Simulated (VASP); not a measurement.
NiO: electric field gradients with PBE

The system is NiO.

```
Ni O
1.0
     0.00000    2.10516    2.10516
     2.10516    0.00000    2.10516
     2.10516    2.10516    0.00000
Ni O
1 1
Direct
  0.00000 0.00000 0.00000
  0.50000 0.50000 0.50000
```

* Program: VASP 6.6.1
* Task: electric field gradients
* Functional: PBE
* Potentials or basis: VASP PAW PBE potentials, release 64 (Ni, O)
* Cutoff: 520 eV
* k mesh: 17 × 17 × 17
* Occupations: fermi-dirac, width 0.03 eV
* Spin: collinear spin, ferromagnetic start
* Starting moments: [1.5, 0.0] μB
* Dipole correction: no
* Further INCAR settings: ALGO = Normal; EDIFF = 1e-08; NBANDS = 19

The pressure is 0.3 GPa and the net moment is 1.76 μB per cell. The site moments are Ni +1.45; O +0.27 μB, the largest electric field gradient by atom is under 0.05 V/Å² on every atom and the valence electrons inside the program's atomic spheres are Ni 8.94; O 4.97.

Levels at points of the mesh, in eV from the Fermi level:
Spin up:
```tsv
k point	band 6	band 7	band 8	band 9	band 10	band 11	band 12	band 13
(0.00, 0.00, 0.00)	-2.90	-2.61	-2.61	-2.61	1.40	17.78	18.74	18.74
```
Spin down:
| k point | band 3 | band 4 | band 5 | band 6 | band 7 | band 8 | band 9 | band 10 | band 11 | band 12 |
| --- | --- | --- | --- | --- | --- | --- | --- | --- | --- | --- |
| (0.00, 0.00, 0.00) | -2.39 | -2.39 | -1.79 | -1.79 | -1.79 | -0.56 | -0.56 | 1.75 | 17.71 | 18.95 |

Wall time 2.3 min on 1 thread of Intel(R) Xeon(R) Platinum 8488C (Sapphire Rapids), on a shared host, peak memory 0.22 GiB.

Caveat: a cell with one magnetic atom can't hold antiferromagnetic order, which such compounds often take; semilocal functionals often make such compounds metallic where correlation or magnetic order opens a gap, which also shifts bond lengths. With open d or f shells a metallic result of PBE can be an artefact of self-interaction; +U or a hybrid may open a gap.
